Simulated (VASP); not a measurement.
Cd3InO: single point with PBE

The system is Cd3InO.

```
CELL_PARAMETERS angstrom
3.18598 0.00000 0.00000
0.00000 5.86607 0.00000
0.00000 0.00000 5.99205
ATOMIC_POSITIONS crystal
Cd 0.00000 0.00000 0.26899
Cd 0.00000 0.00000 0.73101
Cd 0.00000 0.50000 0.00000
In 0.00000 0.50000 0.50000
O 0.50000 0.00000 0.00000
```

```json
{
 "Program": "VASP 6.6.1",
 "Task": "single point",
 "Functional": "PBE",
 "Potentials or basis": "VASP PAW PBE potentials, release 64 (Cd, In_d, O)",
 "Cutoff": "520 eV",
 "k mesh": "6 × 4 × 4",
 "Occupations": "gaussian, width 0.1 eV",
 "Spin": "no spin polarisation",
 "Dipole correction": "no",
 "Further INCAR settings": "ALGO = Normal; EDIFF = 1e-07; NBANDS = 36"
}
```

```yaml
Pressure: 0.4 GPa
Largest_force: 0.088 eV/Å
```

Forces on the atoms (eV/Å):
```
Cd   0.000  0.000  0.088
Cd   0.000  0.000 -0.088
Cd   0.000  0.000  0.000
In   0.000  0.000  0.000
O    0.000  0.000  0.000
```

Stress tensor (GPa, compression positive):
```
0.46 0.00 0.00
0.00 0.25 0.00
0.00 0.00 0.60
```

Levels at points of the mesh, in eV from the Fermi level:
```tsv
k point	band 26	band 27	band 28	band 29	band 30	band 31
(0.00, 0.00, 0.00)	-2.00	-2.00	-1.22	-0.65	3.07	3.59
(0.50, 0.00, 0.00)	-2.10	0.10	0.20	0.57	1.85	2.07
(0.00, 0.50, 0.00)	-2.00	-1.99	-0.97	1.30	2.19	3.61
(0.50, 0.50, 0.00)	-1.48	-1.34	0.42	0.80	1.58	2.39
(0.00, 0.00, 0.50)	-1.88	-1.31	-1.25	0.62	2.01	3.82
(0.50, 0.00, 0.50)	-1.01	-0.87	0.27	0.74	1.21	2.43
(0.00, 0.50, 0.50)	-1.87	-1.76	-1.57	3.51	3.71	3.99
(0.50, 0.50, 0.50)	-2.06	-1.74	-1.05	1.11	2.45	3.03
```

It took 2.2 min on 1 thread of Oxide Virtual Turin-like Processor, on a shared host, peak memory 0.27 GiB.

Caveat: spin-orbit coupling is left out, which moves the levels of the heavy elements; an odd number of electrons without spin polarisation forces a metal; a magnetic or distorted state may lie lower.
